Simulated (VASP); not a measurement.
# AlN (k06) (Fm-3m) in VASP: single point with PBEsol

Aim: the single point of AlN (k06) with PBEsol.

All numbers are computed with VASP 6.6.1; they aren't measurements. Logs are shortened: lines on timing, memory, paths and dates and some standing lists are left out, and cuts for length are marked.

## Step 1: The cell of the first run

The structure is cubic, space group Fm-3m (No. 225). Conventional cell: a = 4.045 Å, b = 4.045 Å, c = 4.045 Å, α = 90.00°, β = 90.00°, γ = 90.00°. Within 2.7 Å of Al (site symmetry m-3m) lie 6 N at 2.02 Å. Within 2.7 Å of N (site symmetry m-3m) lie 6 Al at 2.02 Å.

## Step 2: Single point, PBEsol

INCAR

```
SYSTEM = AlN
PREC = Accurate
ENCUT = 600
EDIFF = 1E-6
ISMEAR = 0
SIGMA = 0.02
LREAL = .FALSE.
LASPH = .TRUE.
NELM = 120
ALGO = Normal
ISIF = 2
LWAVE = .FALSE.
LCHARG = .FALSE.
GGA = PS
NBANDS = 11
GGA_COMPAT = .FALSE.
```

KPOINTS

```
regular mesh
0
G
  14 14 14
  0 0 0
```

POSCAR

```
AlN
1.0
    0.0000000000      2.0222575085      2.0222575085
    2.0222575085      0.0000000000      2.0222575085
    2.0222575085      2.0222575085      0.0000000000
Al N
1 1
Direct
    0.5000000000      0.5000000000      0.5000000000
    0.0000000000      0.0000000000      0.0000000000
```

Potentials or basis: VASP PAW PBE potentials, release 64 (Al, N).

Launch:

```bash
$ cat potpaw_PBE.64/Al/POTCAR potpaw_PBE.64/N/POTCAR > POTCAR
$ mpirun -np 1 vasp_std > vasp.out
```

OUTCAR:

```text
SYSTEM = AlN
   PREC = Accurate
   ENCUT = 600
   EDIFF = 1E-6
   ISMEAR = 0
   LREAL = .FALSE.
   LASPH = .TRUE.
   NELM = 120
   ISIF = 2
   GGA = PS

 ion  position               nearest neighbor table
   1  0.500  0.500  0.500-   2 2.02   2 2.02   2 2.02   2 2.02   2 2.02   2 2.02
   2  0.000  0.000  0.000-   1 2.02   1 2.02   1 2.02   1 2.02   1 2.02   1 2.02

  LATTYP: Found a face centered cubic cell.
 ALAT       =     4.0445150170

  Lattice vectors:

 A1 = (   0.0000000000,   2.0222575085,   2.0222575085)
 A2 = (   2.0222575085,   0.0000000000,   2.0222575085)
 A3 = (   2.0222575085,   2.0222575085,   0.0000000000)

Analysis of symmetry for initial positions (statically):
=====================================================================
 Subroutine PRICEL returns:
 Original cell was already a primitive cell.

 Routine SETGRP: Setting up the symmetry group for a
 face centered cubic supercell.

 Subroutine GETGRP returns: Found 48 space group operations
 (whereof 48 operations were pure point group operations)
 out of a pool of 48 trial point group operations.

The static configuration has the point symmetry O_h .

Analysis of symmetry for dynamics (positions and initial velocities):
=====================================================================
 Subroutine PRICEL returns:
 Original cell was already a primitive cell.

 Routine SETGRP: Setting up the symmetry group for a
 face centered cubic supercell.

 Subroutine GETGRP returns: Found 48 space group operations
 (whereof 48 operations were pure point group operations)
 out of a pool of 48 trial point group operations.

The dynamic configuration has the point symmetry O_h .

 Subroutine INISYM returns: Found 48 space group operations
 (whereof 48 operations are pure point group operations),
 and found     1 'primitive' translations

----------------------------------------------------------------------------------------

                                     Primitive cell

  volume of cell :      16.5401

  direct lattice vectors                    reciprocal lattice vectors
     0.000000000  2.022257509  2.022257509    -0.247248433  0.247248433  0.247248433
     2.022257509  0.000000000  2.022257509     0.247248433 -0.247248433  0.247248433
     2.022257509  2.022257509  0.000000000     0.247248433  0.247248433 -0.247248433

  length of vectors
     2.859903995  2.859903995  2.859903995     0.428246848  0.428246848  0.428246848

  position of ions in fractional coordinates (direct lattice)
     0.500000000  0.500000000  0.500000000
     0.000000000  0.000000000  0.000000000

  ion indices of the primitive-cell ions
   primitive index   ion index
                 1           1
                 2           2

----------------------------------------------------------------------------------------

 KPOINTS: regular mesh

Automatic generation of k-mesh.
 Grid dimensions read from file:
 generate k-points for:   14   14   14

 Generating k-lattice:

  Cartesian coordinates                     Fractional coordinates (reciprocal lattice)
    -0.017660602  0.017660602  0.017660602     0.071428571  0.000000000  0.000000000
     0.017660602 -0.017660602  0.017660602     0.000000000  0.071428571  0.000000000
     0.017660602  0.017660602 -0.017660602     0.000000000  0.000000000  0.071428571

  Length of vectors
     0.030589061  0.030589061  0.030589061

  Shift w.r.t. Gamma in fractional coordinates (k-lattice)
     0.000000000  0.000000000  0.000000000

 Subroutine IBZKPT returns following result:
 ===========================================

 Found    104 irreducible k-points:

 Following reciprocal coordinates:
            Coordinates               Weight
  0.000000  0.000000  0.000000      1.000000
  0.071429  0.000000  0.000000      8.000000
  0.142857  0.000000  0.000000      8.000000
  0.214286  0.000000  0.000000      8.000000
  0.285714  0.000000  0.000000      8.000000
  0.357143  0.000000  0.000000      8.000000
[... 16 lines left out ...]
  0.214286  0.142857  0.000000     24.000000
  0.285714  0.142857  0.000000     24.000000
 [... further k-points ...]
   k-points           NKPTS =    104   k-points in BZ     NKDIM =    104   number of bands    NBANDS=     11
   number of dos      NEDOS =    301   number of ions     NIONS =      2
   total plane-waves  NPLWV =  13824
   dimension x,y,z NGX =    24 NGY =   24 NGZ =   24
   dimension x,y,z NGXF=    48 NGYF=   48 NGZF=   48
   ions per type =               1   1
   NGX,Y,Z   is equivalent  to a cutoff of  13.95, 13.95, 13.95 a.u.
   NGXF,Y,Z  is equivalent  to a cutoff of  27.90, 27.90, 27.90 a.u.
 SYSTEM =  AlN
   PREC   = accura    normal or accurate (medium, high low for compatibility)
   ISTART =      0    job   : 0-new  1-cont  2-samecut
   ICHARG =      2    charge: 1-file 2-atom 10-const
   ISPIN  =      1    spin polarized calculation?
   LNONCOLLINEAR =      F non collinear calculations
   LSORBIT =      F    spin-orbit coupling
   LASPH  =      T    aspherical Exc in radial PAW
   ENCUT  =  600.0 eV  44.10 Ry    6.64 a.u.   5.71  5.71  5.71*2*pi/ulx,y,z
   NELM   =    120;   NELMIN=  2; NELMDL= -5     # of ELM steps
   EDIFF  = 0.1E-05   stopping-criterion for ELM
   LREAL  =      F    real-space projection
   EDIFFG = 0.1E-04   stopping-criterion for IOM
   NSW    =      0    number of steps for IOM
   IBRION =     -1    ionic relax: 0-MD 1-quasi-New 2-CG
   NFREE  =      0    steps in history (QN), initial steepest desc. (CG)
   ISIF   =      2    stress and relaxation
   ISYM   =      2    0-nonsym 1-usesym 2-fastsym
   POTIM  = 0.5000    time-step for ionic-motion
   TEBEG  =    0.0;   TEEND  =   0.0 temperature during run
   PSTRESS=    0.0 pullay stress
   NELECT =       8.0000    total number of electrons
   NUPDOWN=      -1.0000    fix difference up-down
   EMIN   =  10.00;   EMAX   =-10.00  energy-range for DOS
   EFERMI =   0.00;   METHOD = LEGACY
   ISMEAR =     0;   SIGMA  =   0.02  broadening in eV -4-tet -1-fermi 0-gaus
   EFERMI_NEDOS =   21; number of points for ismear=-14 and -15
   IALGO  =     38    algorithm
   IMIX   =      4    mixing-type and parameters
     AMIX     =   0.40;   BMIX     =  1.00
     AMIX_MAG =   1.60;   BMIX_MAG =  1.00
  volume/ion in A,a.u.               =       8.27        55.81
  Fermi-wavevector in a.u.,A,eV,Ry     =   1.285065  2.428420 22.468547  1.651392
  Thomas-Fermi vector in A             =   2.417221
   LORBIT       =      0    0 simple, 1 ext, 2 COOP (PROOUT), +10 PAW based schemes
   GGA     = PS    functional components
   LHFCALC =     F    Hartree Fock is set to
   AEXX    =    0.0000 exact exchange contribution
   IVDW    =     0    specifies the selected vdW correction
   LEPSILON=     F    determine dielectric tensor
   LRPA    =     F    only Hartree local field effects (RPA)
 non-spin polarized calculation
 Gauss-broadening in eV      SIGMA  =   0.02
  energy-cutoff  :      600.00
  volume of cell :       16.54
 maximum number of plane-waves:       568
   NGX = 11   NGY = 11   NGZ = 11

 number of electron       7.9999999 magnetization

 Free energy of the ion-electron system (eV)
  ---------------------------------------------------
  ext. energy  EPLUGINS =         0.00000000
  ---------------------------------------------------
  free energy    TOTEN  =       -15.45078611 eV

  energy without entropy =      -15.45078611  energy(sigma->0) =      -15.45078611

 E-fermi :   9.9726     XC(G=0): -12.4482

 val. band max:        9.8747639198   @ k =   0.0000   0.0000   0.0000
 cond. band min:      14.4208973182   @ k =   0.5000   0.5000   0.0000
 fundamental gap:      4.5461333984
 Fermi energy:         9.9726282629

 k-point     1 :       0.0000    0.0000    0.0000
  band No.  band energies     occupation
      1      -7.6679      2.00000
      2       9.8748      2.00000
      3       9.8748      2.00000
      4       9.8748      2.00000
      5      15.5318      0.00000
      6      21.8977      0.00000
      7      21.8977      0.00000
      8      21.8977      0.00000
      9      26.9742      0.00000
     10      27.5558      0.00000
     11      27.5558      0.00000

 k-point     2 :       0.0714    0.0000    0.0000
  band No.  band energies     occupation
      1      -7.5623      2.00000
      2       9.3194      2.00000
      3       9.8097      2.00000
      4       9.8097      2.00000
      5      15.8893      0.00000
      6      21.3393      0.00000
      7      22.0636      0.00000
      8      22.0636      0.00000
      9      26.4587      0.00000
     10      26.4587      0.00000
     11      27.8164      0.00000

 k-point     3 :       0.1429    0.0000    0.0000
  band No.  band energies     occupation
      1      -7.2499      2.00000
      2       7.9961      2.00000
      3       9.6354      2.00000
      4       9.6354      2.00000
      5      16.5275      0.00000
      6      20.5978      0.00000
      7      22.3931      0.00000
      8      22.3931      0.00000
      9      25.4609      0.00000
     10      25.4609      0.00000
     11      27.7965      0.00000

 k-point     4 :       0.2143    0.0000    0.0000
  band No.  band energies     occupation
      1      -6.7461      2.00000
      2       6.3612      2.00000
      3       9.4013      2.00000
      4       9.4013      2.00000
      5      16.7620      0.00000
      6      20.6050      0.00000
      7      22.3268      0.00000
      8      22.3268      0.00000
      9      25.4918      0.00000
     10      25.4918      0.00000
     11      27.2180      0.00000

 k-point     5 :       0.2857    0.0000    0.0000
  band No.  band energies     occupation
      1      -6.0845      2.00000
      2       4.6803      2.00000
      3       9.1620      2.00000
      4       9.1620      2.00000
      5      16.5275      0.00000
      6      21.3360      0.00000
      7      21.7904      0.00000
      8      21.7904      0.00000
      9      26.5731      0.00000
     10      26.5731      0.00000
     11      26.6145      0.00000
[... 211 lines left out ...]
 k-point    21 :      -0.0714    0.0714    0.0000
  band No.  band energies     occupation
      1      -7.3878      2.00000
      2       8.6674      2.00000
      3       9.4575      2.00000
      4       9.8088      2.00000
      5      16.3652      0.00000
      6      20.6738      0.00000
      7      22.2645      0.00000
      8      22.4045      0.00000
      9      25.0248      0.00000
     10      26.3924      0.00000
     11      28.5044      0.00000

 k-point    22 :       0.1429    0.1429    0.0000
  band No.  band energies     occupation
      1      -7.1125      2.00000
      2       8.1765      2.00000
      3       9.1731      2.00000
      4       9.1731      2.00000
      5      17.0725      0.00000
      6      19.3544      0.00000
      7      22.7886      0.00000
      8      23.0738      0.00000
      9      23.0738      0.00000
     10      28.2117      0.00000
     11      29.8159      0.00000

 k-point    23 :       0.2143    0.1429    0.0000
  band No.  band energies     occupation
      1      -6.7434      2.00000
      2       7.1423      2.00000
      3       8.8750      2.00000
      4       8.9217      2.00000
      5      17.5766      0.00000
      6      18.7910      0.00000
      7      21.6326      0.00000
      8      23.4601      0.00000
      9      23.8269      0.00000
     10      28.0419      0.00000
     11      29.8623      0.00000

 k-point    24 :       0.2857    0.1429    0.0000
  band No.  band energies     occupation
      1      -6.1981      2.00000
      2       5.7470      2.00000
      3       8.5835      2.00000
      4       8.6145      2.00000
      5      17.5496      0.00000
      6      19.2058      0.00000
      7      20.7106      0.00000
      8      23.3522      0.00000
      9      24.7992      0.00000
     10      28.4019      0.00000
     11      29.5529      0.00000

 [... further k-points ...]
[... 5 lines left out ...]
  --------------------------------------------------------------------------------------
  -------------------------------------------------------------------------------------
  Total       -0.0114290     -0.0114290     -0.0114290     -0.0000000     -0.0000000     -0.0000000
  in kB       -1.1070807     -1.1070807     -1.1070807     -0.0000000     -0.0000000     -0.0000000
  external PRESSURE =      -1.1070807 kB  Pullay stress =       0.0000000 kB

 VOLUME and BASIS-vectors are now :
 -----------------------------------------------------------------------------
  energy-cutoff  :      600.00
  volume of cell :       16.54
      direct lattice vectors                 reciprocal lattice vectors
     0.000000000  2.022257509  2.022257509    -0.247248433  0.247248433  0.247248433
     2.022257509  0.000000000  2.022257509     0.247248433 -0.247248433  0.247248433
     2.022257509  2.022257509  0.000000000     0.247248433  0.247248433 -0.247248433

 POSITION                                       TOTAL-FORCE (eV/Angst)
 -----------------------------------------------------------------------------------
      2.02226      2.02226      2.02226         0.000000      0.000000      0.000000
      0.00000      0.00000      0.00000        -0.000000     -0.000000     -0.000000
 -----------------------------------------------------------------------------------
    total drift:                                0.000000     -0.000000     -0.000000

  FREE ENERGIE OF THE ION-ELECTRON SYSTEM (eV)
  ---------------------------------------------------
  free  energy   TOTEN  =       -15.4507861070 eV

  energy  without entropy=      -15.4507861070  energy(sigma->0) =      -15.45078611
```

It took 11 s on 1 thread of AMD EPYC 9R45 (Zen 5), shared host; peak memory 0.11 GiB.

What came out:

* Free energy: -15.4508 eV
* Pressure: -0.1 GPa
* Band gap on the k mesh: 4.55 eV, indirect (least direct gap 5.66 eV)

Levels at points of the mesh, in eV from the valence-band top:
```tsv
k point	band 2	band 3	band 4	band 5	band 6	band 7
(0.00, 0.00, 0.00)	0.00	0.00	0.00	5.66	12.02	12.02
(0.50, 0.00, 0.00)	-8.36	-1.09	-1.09	6.04	10.90	10.90
(0.50, 0.50, 0.00)	-7.44	-2.82	-2.82	4.55	5.14	13.96
```

Caveat: the PAW data sets were made with another functional, which shifts forces and pressure a little.
